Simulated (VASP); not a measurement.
# BeGe2O3 (P-3m1) in VASP: further runs

BeGe2O3 is run at these levels: PBEsol; tasks: single point, relaxation of cell and atoms.

Everything below comes from runs of VASP 6.6.1. Logs are shortened: lines on timing, memory, paths and dates and some standing lists are left out, and cuts for length are marked.

### 1 The cell of the first run

It takes space group P-3m1 (No. 164, trigonal). The conventional cell has a = 2.906 Å, b = 2.906 Å, c = 8.286 Å, α = 90.00°, β = 90.00°, γ = 120.00°. Be (site symmetry -3m) has 6 O at 1.93 Å within 2.6 Å. Within 3.0 Å of Ge (site symmetry 3m) lie 6 O at 2.28 to 2.35 Å and 6 Ge at 2.91 Å. Within 2.6 Å of O (site symmetry 3m) lie 3 Be at 1.93 Å and 3 Ge at 2.35 Å and 3 O at 2.54 Å. Within 3.0 Å of O (site symmetry -3m) lie 6 Ge at 2.28 Å and 6 O at 2.91 Å.

### 2 Single point, PBEsol

INCAR

```
PREC     = Accurate       # precision mode
ENCUT    = 520            # plane-wave cutoff, eV
EDIFF    = 1E-6           # SCF threshold, eV
ISMEAR   = -1             # smearing method
SIGMA    = 0.03           # smearing width, eV
LREAL    = F              # projectors in reciprocal space
LASPH    = T              # aspherical terms in the spheres
NELM     = 80             # most SCF steps
ALGO     = Normal         # electronic algorithm
ISIF     = 2              # what is computed and relaxed
LWAVE    = F              # write WAVECAR
LCHARG   = F              # write CHGCAR
GGA      = PS             # functional
NBANDS   = 33             # bands
```

KPOINTS

```
Automatic mesh
0
Gamma
  9 9 4
```

POSCAR

```
BeGe2O3
1.0
    2.9057276125      0.0000000000      0.0000000000
   -1.4528638063      2.5164339289      0.0000000000
    0.0000000000      0.0000000000      8.2863633792
Be Ge O
1 2 3
Direct
    0.0000000000      0.0000000000      0.0000000000
    0.3333333333      0.6666666667      0.6870184990
    0.6666666667      0.3333333333      0.3129815010
    0.3333333333      0.6666666667      0.1147569914
    0.6666666667      0.3333333333      0.8852430086
    0.0000000000      0.0000000000      0.5000000000
```

Potentials or basis: VASP PAW PBE potentials, release 64 (Be, Ge_d, O).

Launch:

```console
cat potpaw_PBE.64/Be/POTCAR potpaw_PBE.64/Ge_d/POTCAR potpaw_PBE.64/O/POTCAR > POTCAR
mpirun -np 1 vasp_std > vasp.out
```

OUTCAR:

```text
PREC = Accurate
   ENCUT = 520
   EDIFF = 1E-6
   ISMEAR = -1
   LREAL = F
   LASPH = T
   NELM = 80
   ISIF = 2
   GGA = PS

 ion  position               nearest neighbor table
   1  0.000  0.000  0.000-   4 1.93   5 1.93   5 1.93   4 1.93   5 1.93   4 1.93
   2  0.333  0.667  0.687-   6 2.28   6 2.28   6 2.28   5 2.35   5 2.35   5 2.35
   3  0.667  0.333  0.313-   6 2.28   6 2.28   6 2.28   4 2.35   4 2.35   4 2.35
   4  0.333  0.667  0.115-   1 1.93   1 1.93   1 1.93   3 2.35   3 2.35   3 2.35
   5  0.667  0.333  0.885-   1 1.93   1 1.93   1 1.93   2 2.35   2 2.35   2 2.35
   6  0.000  0.000  0.500-   2 2.28   3 2.28   3 2.28   2 2.28   3 2.28   2 2.28

  LATTYP: Found a hexagonal cell.
 ALAT       =     2.9057276125
 C/A-ratio  =     2.8517343964

  Lattice vectors:

 A1 = (   2.9057276125,   0.0000000000,   0.0000000000)
 A2 = (  -1.4528638063,   2.5164339289,   0.0000000000)
 A3 = (   0.0000000000,   0.0000000000,   8.2863633792)

Analysis of symmetry for initial positions (statically):
=====================================================================
 Subroutine PRICEL returns:
 Original cell was already a primitive cell.

 Routine SETGRP: Setting up the symmetry group for a
 hexagonal supercell.

 Subroutine GETGRP returns: Found 12 space group operations
 (whereof 12 operations were pure point group operations)
 out of a pool of 24 trial point group operations.

The static configuration has the point symmetry D_3d.

Analysis of symmetry for dynamics (positions and initial velocities):
=====================================================================
 Subroutine PRICEL returns:
 Original cell was already a primitive cell.

 Routine SETGRP: Setting up the symmetry group for a
 hexagonal supercell.

 Subroutine GETGRP returns: Found 12 space group operations
 (whereof 12 operations were pure point group operations)
 out of a pool of 24 trial point group operations.

The dynamic configuration has the point symmetry D_3d.

 Subroutine INISYM returns: Found 12 space group operations
 (whereof 12 operations are pure point group operations),
 and found     1 'primitive' translations

----------------------------------------------------------------------------------------

[... 93 lines left out ...]
   ICHARG =      2    charge: 1-file 2-atom 10-const
   ISPIN  =      1    spin polarized calculation?
   LNONCOLLINEAR =      F non collinear calculations
   LSORBIT =      F    spin-orbit coupling
   LASPH  =      T    aspherical Exc in radial PAW
   ENCUT  =  520.0 eV  38.22 Ry    6.18 a.u.   5.40  5.40 15.41*2*pi/ulx,y,z
   NELM   =     80;   NELMIN=  2; NELMDL= -5     # of ELM steps
   EDIFF  = 0.1E-05   stopping-criterion for ELM
   LREAL  =      F    real-space projection
   EDIFFG = 0.1E-04   stopping-criterion for IOM
   NSW    =      0    number of steps for IOM
   IBRION =     -1    ionic relax: 0-MD 1-quasi-New 2-CG
   NFREE  =      0    steps in history (QN), initial steepest desc. (CG)
   ISIF   =      2    stress and relaxation
   ISYM   =      2    0-nonsym 1-usesym 2-fastsym
   POTIM  = 0.5000    time-step for ionic-motion
   TEBEG  =    0.0;   TEEND  =   0.0 temperature during run
   PSTRESS=    0.0 pullay stress
   NELECT =      48.0000    total number of electrons
   NUPDOWN=      -1.0000    fix difference up-down
   EMIN   =  10.00;   EMAX   =-10.00  energy-range for DOS
   EFERMI =   0.00;   METHOD = LEGACY
   ISMEAR =    -1;   SIGMA  =   0.03  broadening in eV -4-tet -1-fermi 0-gaus
   EFERMI_NEDOS =   21; number of points for ismear=-14 and -15
   IALGO  =     38    algorithm
   IMIX   =      4    mixing-type and parameters
     AMIX     =   0.40;   BMIX     =  1.00
     AMIX_MAG =   1.60;   BMIX_MAG =  1.00
  volume/ion in A,a.u.               =      10.10        68.15
  Fermi-wavevector in a.u.,A,eV,Ry     =   1.514795  2.862547 31.219969  2.294603
  Thomas-Fermi vector in A             =   2.624405
   LORBIT       =      0    0 simple, 1 ext, 2 COOP (PROOUT), +10 PAW based schemes
   GGA     = PS    functional components
   LHFCALC =     F    Hartree Fock is set to
   AEXX    =    0.0000 exact exchange contribution
   IVDW    =     0    specifies the selected vdW correction
   LEPSILON=     F    determine dielectric tensor
   LRPA    =     F    only Hartree local field effects (RPA)
 non-spin polarized calculation
  energy-cutoff  :      520.00
  volume of cell :       60.59
 maximum number of plane-waves:      1674
 NGX is ok and might be reduce to    24
   NGX = 11   NGY = 11   NGZ = 31

 number of electron      48.0000002 magnetization

 Free energy of the ion-electron system (eV)
  ---------------------------------------------------
  ext. energy  EPLUGINS =         0.00000000
  ---------------------------------------------------
  free energy    TOTEN  =       -35.55194515 eV

  energy without entropy =      -35.54783904  energy(sigma->0) =      -35.54989209

 E-fermi :   6.8840     XC(G=0): -12.1364

 val. band max:        6.8288833190   @ k =   0.0000   0.0000   0.2500
 cond. band min:       6.8894674151   @ k =   0.4444   0.0000   0.2500
 fundamental gap:      0.0605840961
 Fermi energy:         6.8839942704

 k-point     1 :       0.0000    0.0000    0.0000
  band No.  band energies     occupation
      1     -17.9441      2.00000
      2     -17.9352      2.00000
      3     -17.9336      2.00000
      4     -17.9336      2.00000
      5     -17.9317      2.00000
      6     -17.9317      2.00000
[... 853 lines left out ...]
     32      16.0074      0.00000
     33      17.2945      0.00000

 [... further k-points ...]
[... 5 lines left out ...]
  --------------------------------------------------------------------------------------
  -------------------------------------------------------------------------------------
  Total        0.0973365      0.0973365      0.1171955     -0.0000000      0.0000000     -0.0000000
  in kB        2.5738414      2.5738414      3.0989684     -0.0000000      0.0000000     -0.0000000
  external PRESSURE =       2.7488837 kB  Pullay stress =       0.0000000 kB

 VOLUME and BASIS-vectors are now :
 -----------------------------------------------------------------------------
  energy-cutoff  :      520.00
  volume of cell :       60.59
      direct lattice vectors                 reciprocal lattice vectors
     2.905727612  0.000000000  0.000000000     0.344147881  0.198693872  0.000000000
    -1.452863806  2.516433929  0.000000000     0.000000000  0.397387743  0.000000000
     0.000000000  0.000000000  8.286363379     0.000000000  0.000000000  0.120680201

 POSITION                                       TOTAL-FORCE (eV/Angst)
 -----------------------------------------------------------------------------------
      0.00000      0.00000      0.00000         0.000000      0.000000      0.000000
     -0.00000      1.67762      5.69288         0.000000      0.000000      0.000218
      1.45286      0.83881      2.59348        -0.000000     -0.000000     -0.000218
     -0.00000      1.67762      0.95092        -0.000000      0.000000      0.000371
      1.45286      0.83881      7.33545         0.000000     -0.000000     -0.000371
      0.00000      0.00000      4.14318         0.000000      0.000000      0.000000
 -----------------------------------------------------------------------------------
    total drift:                               -0.000000     -0.000000     -0.000000

  FREE ENERGIE OF THE ION-ELECTRON SYSTEM (eV)
  ---------------------------------------------------
  free  energy   TOTEN  =       -35.5519451526 eV

  energy  without entropy=      -35.5478390363  energy(sigma->0) =      -35.54989209
```

OSZICAR:

```text
N       E                     dE             d eps       ncg     rms          rms(c)
DAV:   1     0.467021307724E+03    0.46702E+03   -0.23067E+04  3703   0.374E+03
DAV:   2     0.458784902938E+02   -0.42114E+03   -0.39112E+03  2886   0.795E+02
DAV:   3    -0.349581445681E+02   -0.80837E+02   -0.77205E+02  3389   0.197E+02
DAV:   4    -0.392529627257E+02   -0.42948E+01   -0.42652E+01  3285   0.520E+01
DAV:   5    -0.393520378332E+02   -0.99075E-01   -0.98896E-01  3505   0.823E+00    0.112E+01
DAV:   6    -0.357205417501E+02    0.36315E+01   -0.11181E+01  4474   0.377E+01    0.495E+00
DAV:   7    -0.355900258244E+02    0.13052E+00   -0.16209E+00  3193   0.867E+00    0.224E+00
DAV:   8    -0.355575920473E+02    0.32434E-01   -0.22062E-01  3259   0.310E+00    0.707E-01
DAV:   9    -0.355541981456E+02    0.33939E-02   -0.14047E-02  3802   0.153E+00    0.277E-01
DAV:  10    -0.355526866459E+02    0.15115E-02   -0.62476E-03  3447   0.519E-01    0.173E-01
DAV:  11    -0.355519272760E+02    0.75937E-03   -0.37536E-03  3576   0.383E-01    0.665E-02
DAV:  12    -0.355519476204E+02   -0.20344E-04   -0.34136E-04  3288   0.132E-01    0.213E-02
DAV:  13    -0.355519455022E+02    0.21182E-05   -0.55121E-05  3442   0.603E-02    0.645E-03
DAV:  14    -0.355519451526E+02    0.34958E-06   -0.52740E-06  3082   0.144E-02
   1 F= -.35551945E+02 E0= -.35549892E+02  d E =-.410612E-02
```

It took 1.7 min on 1 thread of Intel Xeon Platinum 8124M at 3.00GHz (Skylake/Cascade Lake), shared host; peak memory 0.22 GiB.

What came out:

- Free energy: -35.5519 eV
- Pressure: 0.3 GPa
- Band gap on the k mesh: zero (band 24 reaches 7.53 eV, above the bottom of band 25 at 6.37 eV)

Levels at points of the mesh, in eV from the Fermi level:
```csv
k point,band 22,band 23,band 24,band 25,band 26,band 27
"(0.00, 0.00, 0.00)",-2.13,-2.13,0.64,1.99,4.47,7.94
"(0.00, 0.00, 0.50)",-2.13,-1.61,-1.00,2.81,4.56,6.86
```

Caveat: the PAW data sets were made with another functional, which shifts forces and pressure a little.

### 3 Relaxation of cell and atoms, PBEsol

This run uses another cell than the first one, of 10.36 Å³/atom, 1.026 times its volume.

INCAR

```
SYSTEM = BeGe2O3
PREC = Accurate ; ENCUT = 600
EDIFF = 1E-6 ; ISMEAR = -1
SIGMA = 0.03 ; LREAL = .FALSE.
LASPH = .TRUE. ; NELM = 60
ALGO = Normal ; ISIF = 3
LWAVE = .FALSE. ; LCHARG = .FALSE.
GGA = PS ; IBRION = 2
NSW = 100 ; EDIFFG = -0.01
```

KPOINTS

```
regular mesh
0
G
  9 9 4
  0 0 0
```

POSCAR

```
BeGe2O3
1.0
    3.0841737800      0.0000000000      0.0000000000
   -1.5420868900      2.6709728400      0.0000000000
    0.0000000000      0.0000000000      7.5493423300
Be Ge O
1 2 3
Direct
    0.0000000000      0.0000000000      0.0000000000
    0.3333333300      0.6666666700      0.6559942900
    0.6666666700      0.3333333300      0.3440057100
    0.3333333300      0.6666666700      0.1659022100
    0.6666666700      0.3333333300      0.8340977900
    0.0000000000      0.0000000000      0.5000000000
```

Potentials or basis: VASP PAW PBE potentials, release 64 (Be, Ge_d, O).

Launch:

```console
cat potpaw_PBE.64/Be/POTCAR potpaw_PBE.64/Ge_d/POTCAR potpaw_PBE.64/O/POTCAR > POTCAR
mpirun -np 1 vasp_std > vasp.out
```

It took 22 min on 1 thread of Intel Xeon Platinum 8124M at 3.00GHz (Skylake/Cascade Lake), shared host; peak memory 0.27 GiB.

It converged, with:

```
Free energy                            : -35.5628 eV
Relaxed volume                         : 10.10 Å³/atom
Relaxed cell                           : a = 2.905 Å, b = 2.905 Å, c = 8.290 Å, α = 90.00°, β = 90.00°, γ = 120.00°
Space group after relaxing (to 0.05 Å) : P-3m1 (No. 164)
Energy gained by relaxing              : 365.7 meV/atom
Ionic steps                            : 17
Pressure after relaxing                : 0.0 GPa
Largest force after relaxing           : 0.005 eV/Å
Band gap on the k mesh                 : zero (band 24 reaches 7.52 eV, above the bottom of band 25 at 6.36 eV)
```

Forces in eV/Å, atoms in the order of the input:
```
Be   0.000  0.000  0.000
Ge   0.000  0.000 -0.001
Ge   0.000  0.000  0.001
O    0.000  0.000 -0.005
O    0.000  0.000  0.005
O    0.000  0.000  0.000
```

Step by step:
| step | energy change (eV) | largest force (eV/Å) | pressure (GPa) | volume (Å³) |
| --- | --- | --- | --- | --- |
| 1 | 0.0000 | 2.9109 | 16.84 | 62.19 |
| 2 | -1.0774 | 1.4180 | -11.25 | 72.52 |
| 3 | -1.0912 | 1.5715 | -9.21 | 71.30 |
| 4 | -1.6632 | 1.1124 | -5.93 | 67.63 |
| 5 | -1.9434 | 0.7099 | 0.13 | 63.30 |
| 6 | -1.9439 | 0.6438 | -0.50 | 63.59 |
| 7 | -2.0896 | 0.2794 | -0.53 | 62.61 |
| 8 | -2.1233 | 0.8750 | -0.27 | 61.34 |
| 9 | -2.1301 | 0.7132 | -0.35 | 61.72 |
| 10 | -2.1857 | 0.0408 | -1.33 | 60.76 |
| 11 | -2.1900 | 0.1713 | -1.19 | 60.97 |
| 12 | -2.1915 | 0.0507 | 1.37 | 60.08 |
| 13 | -2.1938 | 0.0590 | 0.35 | 60.47 |
| 14 | -2.1937 | 0.0627 | 0.16 | 60.48 |
| 15 | -2.1941 | 0.0246 | -0.04 | 60.60 |
| 16 | -2.1941 | 0.0251 | -0.04 | 60.60 |
| 17 | -2.1941 | 0.0047 | 0.04 | 60.60 |

Final structure:
```
Be Ge O
1.0
     2.90529    0.00000    0.00000
    -1.45265    2.51606    0.00000
     0.00000    0.00000    8.28958
Be Ge O
1 2 3
Direct
  0.00000 0.00000 0.00000
  0.33333 0.66667 0.68701
  0.66667 0.33333 0.31299
  0.33333 0.66667 0.11478
  0.66667 0.33333 0.88522
  0.00000 0.00000 0.50000
```

Levels at points of the mesh, in eV from the Fermi level:
```csv
k point,band 20,band 21,band 22,band 23,band 24,band 25,band 26,band 27,band 28
"(0.00, 0.00, 0.00)",-2.45,-2.45,-2.13,-2.13,0.64,1.99,4.48,7.94,8.30
"(0.00, 0.00, 0.50)",-2.44,-2.13,-2.13,-1.61,-1.00,2.82,4.56,6.86,7.95
```

Caveat: the PAW data sets were made with another functional, which shifts forces and pressure a little.
